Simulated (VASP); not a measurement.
# NiO (F-43m) in VASP: settings compared

The runs below take NiO through single point, with PBE, PBE-based screened hybrid.

Everything below comes from runs of VASP 6.6.1. Logs are shortened: lines on timing, memory, paths and dates and some standing lists are left out, and cuts for length are marked.

## (1) The cell of the first run

It takes space group F-43m (No. 216, cubic). The conventional cell has a = 4.657 Å, b = 4.657 Å, c = 4.657 Å, α = 90.00°, β = 90.00°, γ = 90.00°. Within 2.7 Å of Ni (site symmetry -43m) lie 4 O at 2.02 Å. O (site symmetry -43m) has 4 Ni at 2.02 Å within 2.7 Å.

## (2) Single point, PBE, collinear spin, ferromagnetic start

INCAR

```
SYSTEM = NiO
ALGO = Normal
EDIFF = 1E-6
ENCUT = 520
GGA = PE
ISIF = 2
ISMEAR = -1
ISPIN = 2
LASPH = .True.
LCHARG = .False.
LMAXMIX = 4
LORBIT = 11
LREAL = .False.
LWAVE = .False.
MAGMOM = 1 0
NBANDS = 19
NELM = 150
PREC = Accurate
SIGMA = 0.05
```

KPOINTS

```
k-points
0
Gamma
  10 10 10
  0 0 0
```

POSCAR

```
NiO
1.0
    0.0000000000      2.3283352904      2.3283352904
    2.3283352904      0.0000000000      2.3283352904
    2.3283352904      2.3283352904      0.0000000000
Ni O
1 1
Direct
    0.0000000000      0.0000000000      0.0000000000
    0.2500000000      0.2500000000      0.2500000000
```

Potentials or basis: VASP PAW PBE potentials, release 64 (Ni, O).

On the command line:

```sh
cat potpaw_PBE.64/Ni/POTCAR potpaw_PBE.64/O/POTCAR > POTCAR
mpirun -np 1 vasp_std > vasp.out
```

OUTCAR:

```text
SYSTEM = NiO
   EDIFF = 1E-6
   ENCUT = 520
   GGA = PE
   ISIF = 2
   ISMEAR = -1
   ISPIN = 2
   LASPH = .True.
   LORBIT = 11
   LREAL = .False.
   NELM = 150
   PREC = Accurate

 ion  position               nearest neighbor table
   1  0.000  0.000  0.000-   2 2.02   2 2.02   2 2.02   2 2.02
   2  0.250  0.250  0.250-   1 2.02   1 2.02   1 2.02   1 2.02

  LATTYP: Found a face centered cubic cell.
 ALAT       =     4.6566705808

  Lattice vectors:

 A1 = (   0.0000000000,   2.3283352904,   2.3283352904)
 A2 = (   2.3283352904,   0.0000000000,   2.3283352904)
 A3 = (   2.3283352904,   2.3283352904,   0.0000000000)

Analysis of symmetry for initial positions (statically):
=====================================================================
 Subroutine PRICEL returns:
 Original cell was already a primitive cell.

 Routine SETGRP: Setting up the symmetry group for a
 face centered cubic supercell.

 Subroutine GETGRP returns: Found 24 space group operations
 (whereof 24 operations were pure point group operations)
 out of a pool of 48 trial point group operations.

The static configuration has the point symmetry T_d .

Analysis of symmetry for dynamics (positions and initial velocities):
=====================================================================
 Subroutine PRICEL returns:
 Original cell was already a primitive cell.

 Routine SETGRP: Setting up the symmetry group for a
 face centered cubic supercell.

 Subroutine GETGRP returns: Found 24 space group operations
 (whereof 24 operations were pure point group operations)
 out of a pool of 48 trial point group operations.

The dynamic configuration has the point symmetry T_d .

Analysis of structural, dynamic, and magnetic symmetry:
=====================================================================
 Subroutine PRICEL returns:
 Original cell was already a primitive cell.

 Routine SETGRP: Setting up the symmetry group for a
 face centered cubic supercell.

 Subroutine GETGRP returns: Found 24 space group operations
 (whereof 24 operations were pure point group operations)
 out of a pool of 48 trial point group operations.

The overall configuration has the point symmetry T_d .

 Subroutine INISYM returns: Found 24 space group operations
 (whereof 24 operations are pure point group operations),
 and found     1 'primitive' translations

----------------------------------------------------------------------------------------

                                     Primitive cell

  volume of cell :      25.2445

  direct lattice vectors                    reciprocal lattice vectors
     0.000000000  2.328335290  2.328335290    -0.214745704  0.214745704  0.214745704
     2.328335290  0.000000000  2.328335290     0.214745704 -0.214745704  0.214745704
     2.328335290  2.328335290  0.000000000     0.214745704  0.214745704 -0.214745704

  length of vectors
     3.292763345  3.292763345  3.292763345     0.371950469  0.371950469  0.371950469

  position of ions in fractional coordinates (direct lattice)
     0.000000000  0.000000000  0.000000000
     0.250000000  0.250000000  0.250000000

  ion indices of the primitive-cell ions
   primitive index   ion index
                 1           1
                 2           2

----------------------------------------------------------------------------------------

 KPOINTS: k-points

Automatic generation of k-mesh.
 Grid dimensions read from file:
 generate k-points for:   10   10   10

 Generating k-lattice:

  Cartesian coordinates                     Fractional coordinates (reciprocal lattice)
    -0.021474570  0.021474570  0.021474570     0.100000000  0.000000000  0.000000000
     0.021474570 -0.021474570  0.021474570     0.000000000  0.100000000  0.000000000
     0.021474570  0.021474570 -0.021474570     0.000000000  0.000000000  0.100000000

  Length of vectors
     0.037195047  0.037195047  0.037195047

  Shift w.r.t. Gamma in fractional coordinates (k-lattice)
     0.000000000  0.000000000  0.000000000

 Subroutine IBZKPT returns following result:
 ===========================================

 Found     47 irreducible k-points:

 Following reciprocal coordinates:
            Coordinates               Weight
  0.000000  0.000000  0.000000      1.000000
  0.100000  0.000000  0.000000      8.000000
  0.200000  0.000000  0.000000      8.000000
  0.300000  0.000000  0.000000      8.000000
  0.400000  0.000000  0.000000      8.000000
  0.500000  0.000000  0.000000      4.000000
[... 16 lines left out ...]
  0.300000  0.300000  0.000000      6.000000
  0.400000  0.300000  0.000000     24.000000
 [... further k-points ...]
   k-points           NKPTS =     47   k-points in BZ     NKDIM =     47   number of bands    NBANDS=     19
   number of dos      NEDOS =    301   number of ions     NIONS =      2
   total plane-waves  NPLWV =  13824
   dimension x,y,z NGX =    24 NGY =   24 NGZ =   24
   dimension x,y,z NGXF=    48 NGYF=   48 NGZF=   48
   ions per type =               1   1
   NGX,Y,Z   is equivalent  to a cutoff of  12.12, 12.12, 12.12 a.u.
   NGXF,Y,Z  is equivalent  to a cutoff of  24.23, 24.23, 24.23 a.u.
 SYSTEM =  NiO
   PREC   = accura    normal or accurate (medium, high low for compatibility)
   ISTART =      0    job   : 0-new  1-cont  2-samecut
   ICHARG =      2    charge: 1-file 2-atom 10-const
   ISPIN  =      2    spin polarized calculation?
   LNONCOLLINEAR =      F non collinear calculations
   LSORBIT =      F    spin-orbit coupling
   LASPH  =      T    aspherical Exc in radial PAW
   ENCUT  =  520.0 eV  38.22 Ry    6.18 a.u.   6.12  6.12  6.12*2*pi/ulx,y,z
   NELM   =    150;   NELMIN=  2; NELMDL= -5     # of ELM steps
   EDIFF  = 0.1E-05   stopping-criterion for ELM
   LREAL  =      F    real-space projection
   EDIFFG = 0.1E-04   stopping-criterion for IOM
   NSW    =      0    number of steps for IOM
   IBRION =     -1    ionic relax: 0-MD 1-quasi-New 2-CG
   NFREE  =      0    steps in history (QN), initial steepest desc. (CG)
   ISIF   =      2    stress and relaxation
   ISYM   =      2    0-nonsym 1-usesym 2-fastsym
   POTIM  = 0.5000    time-step for ionic-motion
   TEBEG  =    0.0;   TEEND  =   0.0 temperature during run
   PSTRESS=    0.0 pullay stress
   NELECT =      16.0000    total number of electrons
   NUPDOWN=      -1.0000    fix difference up-down
   EMIN   =  10.00;   EMAX   =-10.00  energy-range for DOS
   EFERMI =   0.00;   METHOD = LEGACY
   ISMEAR =    -1;   SIGMA  =   0.05  broadening in eV -4-tet -1-fermi 0-gaus
   EFERMI_NEDOS =   21; number of points for ismear=-14 and -15
   IALGO  =     38    algorithm
   IMIX   =      4    mixing-type and parameters
     AMIX     =   0.40;   BMIX     =  1.00
     AMIX_MAG =   1.60;   BMIX_MAG =  1.00
  volume/ion in A,a.u.               =      12.62        85.18
  Fermi-wavevector in a.u.,A,eV,Ry     =   1.406240  2.657407 26.905652  1.977510
  Thomas-Fermi vector in A             =   2.528620
   LORBIT       =     11    0 simple, 1 ext, 2 COOP (PROOUT), +10 PAW based schemes
   GGA     = PE    functional components
   LHFCALC =     F    Hartree Fock is set to
   AEXX    =    0.0000 exact exchange contribution
   IVDW    =     0    specifies the selected vdW correction
   LEPSILON=     F    determine dielectric tensor
   LRPA    =     F    only Hartree local field effects (RPA)
 spin polarized calculation
  energy-cutoff  :      520.00
  volume of cell :       25.24
 maximum number of plane-waves:       700
   NGX = 13   NGY = 13   NGZ = 13

 number of electron      16.0000001 magnetization       1.9942697

 Free energy of the ion-electron system (eV)
  ---------------------------------------------------
  ext. energy  EPLUGINS =         0.00000000
  ---------------------------------------------------
  free energy    TOTEN  =       -11.48445606 eV

  energy without entropy =      -11.47020862  energy(sigma->0) =      -11.47733234

 E-fermi :   4.2938     XC(G=0): -10.6122

 val. band max:        4.2705800011   @ k =   0.5000   0.5000   0.0000
 cond. band min:       4.3245502168   @ k =   0.5000   0.4000   0.0000
 fundamental gap:      0.0539702157
 Fermi energy:         4.2938093655

 spin component 1

 k-point     1 :       0.0000    0.0000    0.0000
  band No.  band energies     occupation
      1     -14.8441      1.00000
      2      -1.0327      1.00000
      3      -1.0327      1.00000
      4      -1.0327      1.00000
      5       2.0216      1.00000
      6       2.0216      1.00000
[... 11 lines left out ...]
     18      26.1621      0.00000
     19      26.1621      0.00000
[... 485 lines left out ...]
 k-point    24 :       0.4000    0.3000    0.0000
  band No.  band energies     occupation
      1     -14.3142      1.00000
      2      -1.8136      1.00000
      3      -0.5601      1.00000
      4      -0.5251      1.00000
      5       1.5259      1.00000
      6       2.1728      1.00000
[... 11 lines left out ...]
     18      31.5326      0.00000
     19      31.9295      0.00000

 [... further k-points ...]

 spin component 2

 k-point     1 :       0.0000    0.0000    0.0000
  band No.  band energies     occupation
      1     -14.2006      1.00000
      2       0.0326      1.00000
      3       0.0326      1.00000
      4       0.0326      1.00000
      5       3.0890      1.00000
      6       3.0891      1.00000
[... 11 lines left out ...]
     18      26.3898      0.00000
     19      26.3898      0.00000
[... 485 lines left out ...]
 k-point    24 :       0.4000    0.3000    0.0000
  band No.  band energies     occupation
      1     -13.6265      1.00000
      2      -1.1976      1.00000
      3       0.3051      1.00000
      4       0.3713      1.00000
      5       2.9106      1.00000
      6       3.2879      1.00000
[... 11 lines left out ...]
     18      31.8137      0.00000
     19      32.2359      0.00000

 [... further k-points ...]

------------------------ aborting loop because EDIFF is reached ----------------------------------------

  FORCE on cell =-STRESS in cart. coord.  units (eV):
  Direction    XX          YY          ZZ          XY          YZ          ZX
  --------------------------------------------------------------------------------------
  -------------------------------------------------------------------------------------
  Total       -2.0258206     -2.0258206     -2.0258206     -0.0000000      0.0000000      0.0000000
  in kB     -128.5715865   -128.5715865   -128.5715865     -0.0000000      0.0000000      0.0000000
  external PRESSURE =    -128.5715865 kB  Pullay stress =       0.0000000 kB

 VOLUME and BASIS-vectors are now :
 -----------------------------------------------------------------------------
  energy-cutoff  :      520.00
  volume of cell :       25.24
      direct lattice vectors                 reciprocal lattice vectors
     0.000000000  2.328335290  2.328335290    -0.214745704  0.214745704  0.214745704
     2.328335290  0.000000000  2.328335290     0.214745704 -0.214745704  0.214745704
     2.328335290  2.328335290  0.000000000     0.214745704  0.214745704 -0.214745704

 POSITION                                       TOTAL-FORCE (eV/Angst)
 -----------------------------------------------------------------------------------
      0.00000      0.00000      0.00000        -0.000000      0.000000      0.000000
      1.16417      1.16417      1.16417         0.000000     -0.000000     -0.000000
 -----------------------------------------------------------------------------------
    total drift:                                0.000001      0.000001      0.000001

  FREE ENERGIE OF THE ION-ELECTRON SYSTEM (eV)
  ---------------------------------------------------
  free  energy   TOTEN  =       -11.4844560578 eV

  energy  without entropy=      -11.4702086189  energy(sigma->0) =      -11.47733234

 total charge

# of ion       s       p       d       tot
------------------------------------------
    1        0.340   0.381   8.183   8.905
    2        1.556   3.364   0.000   4.921
--------------------------------------------------
tot          1.897   3.746   8.183  13.826

 magnetization (x)

# of ion       s       p       d       tot
------------------------------------------
    1        0.003   0.032   1.516   1.551
    2        0.015   0.364   0.000   0.380
--------------------------------------------------
tot          0.019   0.396   1.516   1.931
```

Wall time 27 s (1 thread of Intel Xeon Platinum 8259CL at 2.50GHz (Skylake/Cascade Lake), shared host); peak memory 0.17 GiB.

Results:

| Item | Value |
| --- | --- |
| Free energy | -11.4845 eV |
| Pressure | -12.9 GPa |
| Band gap on the k mesh | zero (filled and empty bands overlap) |
| Net moment | 1.99 μB per cell |
| Site moments | Ni +1.55; O +0.38 μB |
| Valence electrons inside the program's atomic spheres | Ni 8.90; O 4.92 |

Levels at points of the mesh, in eV from the Fermi level:
Spin up:
```csv
k point,band 6,band 7,band 8,band 9,band 10,band 11,band 12,band 13
"(0.00, 0.00, 0.00)",-2.27,-0.07,-0.07,-0.07,0.28,13.48,13.48,13.48
"(0.50, 0.00, 0.00)",-2.24,-2.24,-0.76,-0.76,5.36,6.86,13.06,13.06
"(0.50, 0.50, 0.00)",-2.05,-1.84,-1.84,-1.71,5.17,8.86,10.80,13.53
```
Spin down:
```tsv
k point	band 3	band 4	band 5	band 6	band 7	band 8	band 9	band 10	band 11	band 12
(0.00, 0.00, 0.00)	-4.26	-4.26	-1.20	-1.20	0.59	1.57	1.57	1.57	13.74	13.74
(0.50, 0.00, 0.00)	-4.06	-4.06	-1.03	-1.03	-0.60	0.80	0.80	5.70	7.37	13.39
(0.50, 0.50, 0.00)	-3.78	-3.78	-1.19	-0.96	-0.69	-0.02	-0.02	5.60	9.53	11.02
```

Caveat: a cell with one magnetic atom can't hold antiferromagnetic order, which such compounds often take; semilocal functionals often make such compounds metallic where correlation or magnetic order opens a gap, which also shifts bond lengths.

[end of part 1 of 2]
